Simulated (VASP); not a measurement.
Here is a VASP 6.6.1 calculation.

File POSCAR:

```
Al
1.0
    0.0000000000      2.0465819957      2.0465819957
    2.0465819957      0.0000000000      2.0465819957
    2.0465819957      2.0465819957      0.0000000000
Al
1
Direct
    0.0000000000      0.0000000000      0.0000000000
```

INCAR.step1

```
SYSTEM = Al
  PREC = Accurate
  ENCUT = 520
  EDIFF = 1E-5
  ISMEAR = -1
  SIGMA = 0.1
  LREAL = .False.
  LASPH = .True.
  NELM = 80
  ALGO = Normal
  ISIF = 2
  LWAVE = .True.
  GGA = PE
  NBANDS = 8
```

INCAR.step2

```
SYSTEM = Al
  PREC = Accurate
  ENCUT = 520
  EDIFF = 1E-6
  ISMEAR = -1
  SIGMA = 0.1
  LREAL = .False.
  LASPH = .True.
  NELM = 80
  ALGO = Normal
  ISIF = 2
  LWAVE = .False.
  LCHARG = .True.
  GGA = PE
  LHFCALC = .True.
  HFSCREEN = 0.2079
  PRECFOCK = Normal
  LELF = .True.
  LVHAR = .True.
  ISTART = 1
  NBANDS = 8
```

File KPOINTS:

```
Automatic mesh
0
Gamma
  6 6 6
  0 0 0
```

Potentials or basis: VASP PAW PBE potentials, release 64 (Al).

The run is started by

```console
$ cat potpaw_PBE.64/Al/POTCAR > POTCAR
$ cp INCAR.step1 INCAR
$ mpirun -np 1 vasp_std > vasp.out
$ cp INCAR.step2 INCAR
$ mpirun -np 1 vasp_std > vasp.out
```

Question: Predict the band gap on the k mesh.

Answer: Zero (an odd number of electrons rules out a gap without spin polarisation).

Question: Estimate the pressure.

Answer: -3.3 GPa.

Caveat: the k points lie up to 0.44 Å⁻¹ apart, too coarse for converged energies and pressures of a metal; the PAW data sets were made with another functional, which shifts forces and pressure a little.
